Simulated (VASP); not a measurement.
A run of VASP 6.6.1:

Contents of INCAR:

```
ALGO     = Normal         # electronic algorithm
EDIFF    = 1E-6           # SCF threshold, eV
ENCUT    = 520            # plane-wave cutoff, eV
GGA      = PE             # functional
ISIF     = 2              # what is computed and relaxed
ISMEAR   = 0              # smearing method
LASPH    = True           # aspherical terms in the spheres
LCHARG   = False          # write CHGCAR
LREAL    = False          # projectors in reciprocal space
LWAVE    = False          # write WAVECAR
NBANDS   = 36             # bands
NELM     = 60             # most SCF steps
PREC     = Accurate       # precision mode
SIGMA    = 0.1            # smearing width, eV
```

File KPOINTS:

```
k-points
0
Gamma
  3 3 4
```

File POSCAR:

```
Cd3TeSe2
1.0
    6.2921735300      0.0000000000      0.0000000000
   -3.1460867700      5.4491821200      0.0000000000
    0.0000000000      0.0000000000      4.4194311100
Cd Te Se
3 1 2
Direct
    0.5000000000      0.5000000000      0.4595159900
    0.5000000000      0.0000000000      0.4595159900
    0.0000000000      0.5000000000      0.4595159900
    0.0000000000      0.0000000000      0.8888130200
    0.6666666700      0.3333333300      0.9631379800
    0.3333333300      0.6666666700      0.9631379800
```

Potentials or basis: VASP PAW PBE potentials, release 64 (Cd, Te, Se).

Run with:

```bash
$ cat potpaw_PBE.64/Cd/POTCAR potpaw_PBE.64/Te/POTCAR potpaw_PBE.64/Se/POTCAR > POTCAR
$ mpirun -np 1 vasp_std > vasp.out
```

Hardware: 1 thread of Intel Xeon 8259CL, on a shared host.

Problem. Estimate the wall time of this run.

Solution. Run time: 78 s on 1 thread of Intel Xeon 8259CL, on a shared host, peak memory 0.29 GiB. Counts: scf iterations 13, k points 9.
